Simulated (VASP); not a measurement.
# SnTe: single point with PBE

Crystal: SnTe.

```xyz
2
Lattice="0.0000 3.2328 3.2328 3.2328 0.0000 3.2328 3.2328 3.2328 0.0000" Properties=species:S:1:pos:R:3 pbc="T T T"
Sn   -0.0928    0.0000    0.0000
Te    3.3191    3.2328    3.2328
```

This cell differs from its parent crystal: the cell strained.

```
Program             : VASP 6.6.1
Task                : single point
Functional          : PBE
Potentials or basis : VASP PAW PBE potentials, release 64 (Sn_d, Te)
Cutoff              : 520 eV
k mesh              : 10 × 10 × 10
Occupations         : gaussian, width 0.03 eV
Spin                : no spin polarisation
```

```
Pressure               : -0.7 GPa
Largest force          : 0.019 eV/Å
Band gap on the k mesh : 0.47 eV
```

Forces on the atoms (eV/Å):
```
Sn   0.019  0.000  0.000
Te  -0.019  0.000  0.000
```

Stress tensor (GPa, compression positive):
```
-0.20  0.00  0.00
 0.00 -0.95  0.00
 0.00  0.00 -0.95
```

Levels at points of the mesh, in eV from the valence-band top:
| k point | band 8 | band 9 | band 10 | band 11 | band 12 | band 13 |
| --- | --- | --- | --- | --- | --- | --- |
| (0.00, 0.00, 0.00) | -1.78 | -1.69 | -1.69 | 3.24 | 3.24 | 3.48 |
| (0.50, 0.00, 0.00) | -1.53 | -1.41 | 0.00 | 0.47 | 0.74 | 0.89 |
| (0.50, 0.50, 0.00) | -4.82 | -3.15 | -3.12 | 2.51 | 4.87 | 4.97 |
| (0.00, 0.50, 0.50) | -4.61 | -3.15 | -3.15 | 2.70 | 4.80 | 4.80 |

It took 58 s on 1 thread of Intel(R) Xeon(R) 6975P-C (Granite Rapids), with other jobs on the host, peak memory 0.27 GiB.

Caveat: the cell differs from its parent crystal (the cell strained); semilocal functionals underestimate gaps, and a narrow one can read as zero; spin-orbit coupling is left out, which moves the levels of the heavy elements. A k mesh can miss the band edges.
